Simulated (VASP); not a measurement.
# Al in VASP: further runs

Al is run at these levels: PBE; tasks: single point.

Program: VASP 6.6.1. These are calculated values, not measurements. Logs are shortened: lines on timing, memory, paths and dates and some standing lists are left out, and cuts for length are marked.

### 1 The cell of the first run

It takes space group Cmcm (No. 63, orthorhombic). The conventional cell has a = 2.811 Å, b = 5.014 Å, c = 4.712 Å, α = 90.00°, β = 90.00°, γ = 90.00°. Al (site symmetry m2m) has 12 Al at 2.81 to 2.89 Å within 3.7 Å.

### 2 Single point, PBE

File INCAR:

```
PREC = Accurate
ENCUT = 520
EDIFF = 1E-6
ISMEAR = 0
SIGMA = 0.1
LREAL = False
LASPH = True
NELM = 60
ALGO = Fast
ISIF = 2
LWAVE = False
LCHARG = True
GGA = PE
LELF = True
LVHAR = True
NBANDS = 10
```

File KPOINTS:

```
regular mesh
0
Gamma
  8 8 4
```

File POSCAR:

```
Al
1.0
    1.4057456226     -2.5072463403      0.0000000000
    1.4057456226      2.5072463403      0.0000000000
    0.0000000000      0.0000000000      4.7117939041
Al
2
Direct
    0.3326879691      0.6673120309      0.2500000000
    0.6673120309      0.3326879691      0.7500000000
```

Potentials or basis: VASP PAW PBE potentials, release 64 (Al).

Started as:

```bash
cat potpaw_PBE.64/Al/POTCAR > POTCAR
mpirun -np 1 vasp_std > vasp.out
```

OUTCAR:

```text
PREC = Accurate
   ENCUT = 520
   EDIFF = 1E-6
   ISMEAR = 0
   LREAL = False
   LASPH = True
   NELM = 60
   ISIF = 2
   GGA = PE

 ion  position               nearest neighbor table
   1  0.333  0.667  0.250-   2 2.87   2 2.87   2 2.87   2 2.87   2 2.89   2 2.89
   2  0.667  0.333  0.750-   1 2.87   1 2.87   1 2.87   1 2.87   1 2.89   1 2.89

  LATTYP: Found a base centered orthorhombic cell.
 ALAT       =     2.8114912452
 B/A-ratio  =     1.7835704412
 C/A-ratio  =     1.6759055936

  Lattice vectors:

 A1 = (   1.4057456226,  -2.5072463403,   0.0000000000)
 A2 = (   1.4057456226,   2.5072463403,   0.0000000000)
 A3 = (   0.0000000000,   0.0000000000,   4.7117939041)

Analysis of symmetry for initial positions (statically):
=====================================================================
 Subroutine PRICEL returns:
 Original cell was already a primitive cell.

 Routine SETGRP: Setting up the symmetry group for a
 base centered orthorhombic supercell.

 Subroutine GETGRP returns: Found  8 space group operations
 (whereof  4 operations were pure point group operations)
 out of a pool of  8 trial point group operations.

The static configuration has the point symmetry C_2h.
 The point group associated with its full space group is D_2h.

Analysis of symmetry for dynamics (positions and initial velocities):
=====================================================================
 Subroutine PRICEL returns:
 Original cell was already a primitive cell.

 Routine SETGRP: Setting up the symmetry group for a
 base centered orthorhombic supercell.

 Subroutine GETGRP returns: Found  8 space group operations
 (whereof  4 operations were pure point group operations)
 out of a pool of  8 trial point group operations.

The dynamic configuration has the point symmetry C_2h.
 The point group associated with its full space group is D_2h.

 Subroutine INISYM returns: Found  8 space group operations
 (whereof  4 operations are pure point group operations),
 and found     1 'primitive' translations

----------------------------------------------------------------------------------------

                                     Primitive cell

  volume of cell :      33.2139

  direct lattice vectors                    reciprocal lattice vectors
     1.405745623 -2.507246340  0.000000000     0.355683128 -0.199421968  0.000000000
     1.405745623  2.507246340  0.000000000     0.355683128  0.199421968  0.000000000
     0.000000000  0.000000000  4.711793904     0.000000000  0.000000000  0.212233391

  length of vectors
     2.874439940  2.874439940  4.711793904     0.407773968  0.407773968  0.212233391

  position of ions in fractional coordinates (direct lattice)
     0.332687969  0.667312031  0.250000000
     0.667312031  0.332687969  0.750000000

  ion indices of the primitive-cell ions
   primitive index   ion index
                 1           1
                 2           2

----------------------------------------------------------------------------------------

 KPOINTS: regular mesh

Automatic generation of k-mesh.
 Grid dimensions read from file:
 generate k-points for:    8    8    4

 Generating k-lattice:

  Cartesian coordinates                     Fractional coordinates (reciprocal lattice)
     0.044460391 -0.024927746  0.000000000     0.125000000  0.000000000  0.000000000
     0.044460391  0.024927746  0.000000000     0.000000000  0.125000000  0.000000000
     0.000000000  0.000000000  0.053058348     0.000000000  0.000000000  0.250000000

  Length of vectors
     0.050971746  0.050971746  0.053058348

  Shift w.r.t. Gamma in fractional coordinates (k-lattice)
     0.000000000  0.000000000  0.000000000

 Subroutine IBZKPT returns following result:
 ===========================================

 Found     63 irreducible k-points:

 Following reciprocal coordinates:
            Coordinates               Weight
  0.000000  0.000000  0.000000      1.000000
  0.125000  0.000000  0.000000      4.000000
  0.250000  0.000000  0.000000      4.000000
  0.375000  0.000000  0.000000      4.000000
  0.500000  0.000000  0.000000      2.000000
  0.125000  0.125000  0.000000      2.000000
[... 16 lines left out ...]
  0.125000  0.000000  0.250000      8.000000
  0.250000  0.000000  0.250000      8.000000
 [... further k-points ...]
   k-points           NKPTS =     63   k-points in BZ     NKDIM =     63   number of bands    NBANDS=     10
   number of dos      NEDOS =    301   number of ions     NIONS =      2
   total plane-waves  NPLWV =  20736
   dimension x,y,z NGX =    24 NGY =   24 NGZ =   36
   dimension x,y,z NGXF=    48 NGYF=   48 NGZF=   72
   ions per type =               2
   NGX,Y,Z   is equivalent  to a cutoff of  13.88, 13.88, 12.70 a.u.
   NGXF,Y,Z  is equivalent  to a cutoff of  27.76, 27.76, 25.40 a.u.
 SYSTEM =  unknown system
   PREC   = accura    normal or accurate (medium, high low for compatibility)
   ISTART =      0    job   : 0-new  1-cont  2-samecut
   ICHARG =      2    charge: 1-file 2-atom 10-const
   ISPIN  =      1    spin polarized calculation?
   LNONCOLLINEAR =      F non collinear calculations
   LSORBIT =      F    spin-orbit coupling
   LASPH  =      T    aspherical Exc in radial PAW
   ENCUT  =  520.0 eV  38.22 Ry    6.18 a.u.   5.34  5.34  8.76*2*pi/ulx,y,z
   NELM   =     60;   NELMIN=  2; NELMDL= -5     # of ELM steps
   EDIFF  = 0.1E-05   stopping-criterion for ELM
   LREAL  =      F    real-space projection
[... 7 lines left out ...]
   TEBEG  =    0.0;   TEEND  =   0.0 temperature during run
   PSTRESS=    0.0 pullay stress
   NELECT =       6.0000    total number of electrons
   NUPDOWN=      -1.0000    fix difference up-down
   EMIN   =  10.00;   EMAX   =-10.00  energy-range for DOS
   EFERMI =   0.00;   METHOD = LEGACY
   ISMEAR =     0;   SIGMA  =   0.10  broadening in eV -4-tet -1-fermi 0-gaus
   EFERMI_NEDOS =   21; number of points for ismear=-14 and -15
   IALGO  =     68    algorithm
   IMIX   =      4    mixing-type and parameters
     AMIX     =   0.40;   BMIX     =  1.00
     AMIX_MAG =   1.60;   BMIX_MAG =  1.00
  volume/ion in A,a.u.               =      16.61       112.07
  Fermi-wavevector in a.u.,A,eV,Ry     =   0.925448  1.748843 11.652758  0.856454
  Thomas-Fermi vector in A             =   2.051303
   LORBIT       =      0    0 simple, 1 ext, 2 COOP (PROOUT), +10 PAW based schemes
   GGA     = PE    functional components
   LHFCALC =     F    Hartree Fock is set to
   AEXX    =    0.0000 exact exchange contribution
   IVDW    =     0    specifies the selected vdW correction
   LEPSILON=     F    determine dielectric tensor
   LRPA    =     F    only Hartree local field effects (RPA)
 non-spin polarized calculation
 RMM-DIIS sequential band-by-band and
 Gauss-broadening in eV      SIGMA  =   0.10
  energy-cutoff  :      520.00
  volume of cell :       33.21
 maximum number of plane-waves:       907
 NGX is ok and might be reduce to    24
   NGX = 11   NGY = 11   NGZ = 17

 number of electron       6.0000000 magnetization

 Free energy of the ion-electron system (eV)
  ---------------------------------------------------
  ext. energy  EPLUGINS =         0.00000000
  ---------------------------------------------------
  free energy    TOTEN  =        -7.33109794 eV

  energy without entropy =       -7.32225051  energy(sigma->0) =       -7.32667423

 E-fermi :   7.9543     XC(G=0): -10.1753

 val. band max:        7.9308195496   @ k =  -0.2500   0.1250   0.2500
 cond. band min:       7.9722640311   @ k =   0.1250   0.1250   0.2500
 fundamental gap:      0.0414444815
 Fermi energy:         7.9542737749

 k-point     1 :       0.0000    0.0000    0.0000
  band No.  band energies     occupation
      1      -3.1606      2.00000
      2       3.3159      2.00000
      3       3.4112      2.00000
      4      18.2340      0.00000
      5      18.5828      0.00000
      6      18.9646      0.00000
      7      19.4332      0.00000
      8      19.9107      0.00000
      9      21.8002      0.00000
     10      22.0386      0.00000

 k-point     2 :       0.1250    0.0000    0.0000
  band No.  band energies     occupation
      1      -2.7765      2.00000
      2       3.6733      2.00000
      3       3.7859      2.00000
      4      14.7337      0.00000
      5      16.2377      0.00000
      6      17.8409      0.00000
      7      20.2202      0.00000
      8      20.4905      0.00000
      9      21.3536      0.00000
     10      21.7879      0.00000

 k-point     3 :       0.2500    0.0000    0.0000
  band No.  band energies     occupation
      1      -1.6308      2.00000
      2       4.7452      2.00000
      3       4.8822      2.00000
      4      10.2472      0.00000
      5      14.6164      0.00000
      6      15.5821      0.00000
      7      16.1937      0.00000
      8      17.0667      0.00000
      9      20.1418      0.00000
     10      20.6547      0.00000

 k-point     4 :       0.3750    0.0000    0.0000
  band No.  band energies     occupation
      1       0.2573      2.00000
      2       5.8433      2.00000
      3       6.5259      2.00000
      4       7.1613      2.00000
      5      12.3214      0.00000
      6      12.3853      0.00000
      7      13.7011      0.00000
      8      15.5238      0.00000
      9      19.2860      0.00000
     10      19.5925      0.00000
[... 222 lines left out ...]
 k-point    22 :       0.0000    0.0000    0.2500
  band No.  band energies     occupation
      1      -2.7443      2.00000
      2       0.5432      2.00000
      3       6.9185      2.00000
      4      15.9242      0.00000
      5      18.5916      0.00000
      6      18.9369      0.00000
      7      19.2904      0.00000
      8      19.7884      0.00000
      9      21.3451      0.00000
     10      21.9134      0.00000

 k-point    23 :       0.1250    0.0000    0.2500
  band No.  band energies     occupation
      1      -2.3614      2.00000
      2       0.9173      2.00000
      3       7.2706      2.00000
      4      14.9981      0.00000
      5      16.2826      0.00000
      6      16.6339      0.00000
      7      17.8130      0.00000
      8      19.0918      0.00000
      9      19.4473      0.00000
     10      21.3593      0.00000

 k-point    24 :       0.2500    0.0000    0.2500
  band No.  band energies     occupation
      1      -1.2190      2.00000
      2       2.0321      2.00000
      3       8.2732      0.00001
      4      10.6527      0.00000
      5      13.5752      0.00000
      6      15.0071      0.00000
      7      16.2845      0.00000
      8      17.8658      0.00000
      9      18.0157      0.00000
     10      19.1439      0.00000

 [... further k-points ...]

------------------------ aborting loop because EDIFF is reached ----------------------------------------

  FORCE on cell =-STRESS in cart. coord.  units (eV):
  Direction    XX          YY          ZZ          XY          YZ          ZX
  --------------------------------------------------------------------------------------
  -------------------------------------------------------------------------------------
  Total        0.4467703     -0.1546522     -0.1609763      0.0000000      0.0000000      0.0000000
  in kB       21.5513661     -7.4601332     -7.7651971      0.0000000      0.0000000      0.0000000
  external PRESSURE =       2.1086786 kB  Pullay stress =       0.0000000 kB

 VOLUME and BASIS-vectors are now :
 -----------------------------------------------------------------------------
  energy-cutoff  :      520.00
  volume of cell :       33.21
      direct lattice vectors                 reciprocal lattice vectors
     1.405745623 -2.507246340  0.000000000     0.355683128 -0.199421968  0.000000000
     1.405745623  2.507246340  0.000000000     0.355683128  0.199421968  0.000000000
     0.000000000  0.000000000  4.711793904     0.000000000  0.000000000  0.212233391

 POSITION                                       TOTAL-FORCE (eV/Angst)
 -----------------------------------------------------------------------------------
      1.40575      0.83898      1.17795         0.000000     -0.003177     -0.000000
      1.40575     -0.83898      3.53385         0.000000      0.003177      0.000000
 -----------------------------------------------------------------------------------
    total drift:                               -0.000000      0.000000     -0.000000

  FREE ENERGIE OF THE ION-ELECTRON SYSTEM (eV)
  ---------------------------------------------------
  free  energy   TOTEN  =        -7.3310979375 eV

  energy  without entropy=       -7.3222505144  energy(sigma->0) =       -7.32667423
```

It took 10 s on 1 thread of AMD EPYC 9R45 (Zen 5), shared host; peak memory 0.12 GiB.

What came out:

```
Free energy            : -7.3311 eV
Pressure               : 0.2 GPa
Largest force          : 0.003 eV/Å
Band gap on the k mesh : zero (bands 3 and 4 overlap by 7.46 eV)
```

Forces in eV/Å, atoms in the order of the input:
```
Al   0.000 -0.003  0.000
Al   0.000  0.003  0.000
```

[end of part 1 of 2]
